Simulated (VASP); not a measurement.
A run of VASP 6.6.1:

Contents of INCAR:

```
SYSTEM = Hf5F
  ALGO = Normal
  EDIFF = 1E-7
  EDIFFG = -0.04
  ENCUT = 600
  GGA = PE
  IBRION = 2
  ISIF = 3
  ISMEAR = 0
  LASPH = .True.
  LCHARG = .False.
  LREAL = .False.
  LWAVE = .False.
  NELM = 100
  NSW = 90
  PREC = Accurate
  SIGMA = 0.1
```

The input KPOINTS:

```
k-points
0
Gamma
  6 6 2
  0 0 0
```

The input POSCAR:

```
Hf5F
1.0
    2.9012552900      0.0000000000      0.0000000000
   -1.4506276400      2.5125607800      0.0000000000
    0.0000000000      0.0000000000     14.1022498900
Hf F
5 1
Direct
    0.6666666700      0.3333333300      0.8353336500
    0.0000000000      0.0000000000      0.6676422400
    0.6666666700      0.3333333300      0.5000000000
    0.0000000000      0.0000000000      0.3323577600
    0.6666666700      0.3333333300      0.1646663500
    0.0000000000      0.0000000000      0.0000000000
```

Potentials or basis: VASP PAW PBE potentials, release 64 (Hf_pv, F).

Command:

```sh
$ cat potpaw_PBE.64/Hf_pv/POTCAR potpaw_PBE.64/F/POTCAR > POTCAR
$ mpirun -np 1 vasp_std > vasp.out
```

Hardware: 1 thread of Intel(R) Xeon(R) 6975P-C (Granite Rapids), on a shared host.

Estimate the wall time of this run.

Wall time 8.1 min on 1 thread of Intel(R) Xeon(R) 6975P-C (Granite Rapids) (shared host), peak memory 0.28 GiB. Counts: scf iterations 195, k points 14, ion steps 13.
